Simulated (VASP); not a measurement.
A run of VASP 6.6.1 is set up as follows.

The input INCAR:

```
SYSTEM = Zn
PREC     = Accurate       ! precision mode
ENCUT    = 520            ! plane-wave cutoff, eV
EDIFF    = 1E-6           ! SCF threshold, eV
ISMEAR   = 0              ! smearing method
SIGMA    = 0.15           ! smearing width, eV
LREAL    = .False.        ! projectors in reciprocal space
LASPH    = .True.         ! aspherical terms in the spheres
NELM     = 100            ! most SCF steps
ALGO     = Fast           ! electronic algorithm
ISIF     = 2              ! what is computed and relaxed
LWAVE    = .False.        ! write WAVECAR
LCHARG   = .False.        ! write CHGCAR
GGA      = PS             ! functional
NBANDS   = 19             ! bands
```

The input KPOINTS:

```
regular mesh
0
Gamma
  24 24 12
  0 0 0
```

The input POSCAR:

```
Zn
1.0
    2.7399019826      0.0000000000      0.0000000000
   -1.3699509913      2.3728247208      0.0000000000
    0.0000000000      0.0000000000      4.6792271074
Zn
2
Direct
    0.3333333333      0.6666666667      0.2500000000
    0.6666666667      0.3333333333      0.7500000000
```

Potentials or basis: VASP PAW PBE potentials, release 64 (Zn).

The run is started by

```sh
$ cat potpaw_PBE.64/Zn/POTCAR > POTCAR
$ mpirun -np 1 vasp_std > vasp.out
```

What does it give for the pressure?

-5.9 GPa.

Estimate the band gap on the k mesh.

zero (bands 12 and 13 overlap by 3.81 eV).

Stress tensor (GPa, compression positive):
```
-6.34  0.00  0.00
 0.00 -6.34  0.00
 0.00  0.00 -4.93
```

Caveat: the cell stands under tension; the PAW data sets were made with another functional, which shifts forces and pressure a little.
